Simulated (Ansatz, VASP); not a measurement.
**SrHf in VASP and in Ansatz**

Contents of INCAR:

```
SYSTEM = SrHf
ALGO = Normal
EDIFF = 1E-7
ENCUT = 520
GGA = PE
ISIF = 2
ISMEAR = 0
LASPH = .TRUE.
LCHARG = .FALSE.
LREAL = .FALSE.
LWAVE = .FALSE.
NBANDS = 17
NELM = 100
PREC = Accurate
SIGMA = 0.1
```

KPOINTS

```
k-points
0
G
  6 6 6
  0 0 0
```

POSCAR

```
SrHf
1.0
    1.6612240222      0.9591081364      5.2913061449
   -1.6612240222      0.9591081364      5.2913061449
    0.0000000000     -1.9182162728      5.2913061449
Sr Hf
1 1
Direct
    0.0000000000      0.0000000000      0.0000000000
    0.5000000000      0.5000000000      0.5000000000
```

Input for Ansatz:

```yaml
crystal:
  lattice:
    - [1.6612240222, 0.9591081364, 5.2913061449]
    - [-1.6612240222, 0.9591081364, 5.2913061449]
    - [0.0, -1.9182162728, 5.2913061449]
  atoms:
    - { symbol: Sr, position: [0.0, 0.0, 0.0] }
    - { symbol: Hf, position: [0.5, 0.5, 0.5] }
basis:
  ecutwfc: 420
kpoints:
  mp_grid: { grid: [6, 6, 6] }
hamiltonian:
  xc: pbe
scf:
  occupations: { method: gaussian, width: 0.1 }
  lower_state_search: "off"
output:
  forces: true
  stress: true
  eigenvalues: true
```

Alike in both runs: task single point; functional PBE; k mesh 6 × 6 × 6; occupations gaussian, width 0.1 eV; no spin polarisation.

|  | VASP | Ansatz |
| --- | --- | --- |
| version | VASP 6.6.1 | Ansatz 0.2.0 |
| potentials or method | VASP PAW PBE potentials, release 64 (Sr_sv, Hf_pv), cutoff 520 eV | scalar-relativistic, plane waves, PAW |
| valence electrons in the cell | 20 | 36 |

```csv
,VASP,Ansatz,Ansatz less VASP
gap on the k mesh at the Fermi level (eV),none,none,-
pressure (GPa),10.4,10.3,-0.06
"traceless stress, the component that is largest in VASP (GPa)",6.19,6.18,-0.017
```

A gap of «none» marks a metal or a gap that the smearing closes. VASP's potentials hold 20 valence electrons a cell and Ansatz's 36, so a difference there can come from the potentials and not from the codes.

The k mesh is coarse, so the values compare programs but aren't converged. Neither program's run includes spin-orbit coupling.
